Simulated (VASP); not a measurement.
Input of a VASP 6.6.1 run:

INCAR

```
  PREC = Accurate
  ENCUT = 500
  EDIFF = 1E-6
  ISMEAR = 0
  SIGMA = 0.15
  LREAL = False
  LASPH = True
  NELM = 120
  ALGO = Normal
  ISIF = 2
  LWAVE = False
  LCHARG = True
  GGA = PE
  LELF = True
  LVHAR = True
  NBANDS = 20
  GGA_COMPAT = False
```

KPOINTS

```
regular mesh
0
Gamma
  3 3 3
```

The input POSCAR:

```
AlGeSbH2
1.0
    5.1999171734      0.0000000033      0.0000000000
   -2.5999585895      4.5032603680      0.0000000000
    0.0000000000      0.0000000000      4.7082778836
Al Ge Sb H
1 1 1 2
Direct
    0.6666666667      0.3333333333      0.0000000000
    0.0000000000      0.0000000000      0.0000000000
    0.3333333333      0.6666666667      0.0000000000
    0.0000000000      0.0000000000      0.5889699400
    0.0000000000      0.0000000000      0.4110300600
```

Potentials or basis: VASP PAW PBE potentials, release 64 (Al, Ge_d, Sb, H).

The run is started by

```console
$ cat potpaw_PBE.64/Al/POTCAR potpaw_PBE.64/Ge_d/POTCAR potpaw_PBE.64/Sb/POTCAR potpaw_PBE.64/H/POTCAR > POTCAR
$ mpirun -np 1 vasp_std > vasp.out
```

(1) Estimate the band gap on the k mesh.

(2) What does it give for the pressure?

(3) What does it give for the largest force?

## Answers

(1) zero (bands 12 and 13 overlap by 1.40 eV).

(2) 0.0 GPa.

(3) 0.039 eV/Å.

Caveat: the k points lie up to 0.47 Å⁻¹ apart, too coarse for converged energies and pressures of a metal; spin-orbit coupling is left out, which moves the levels of the heavy elements.
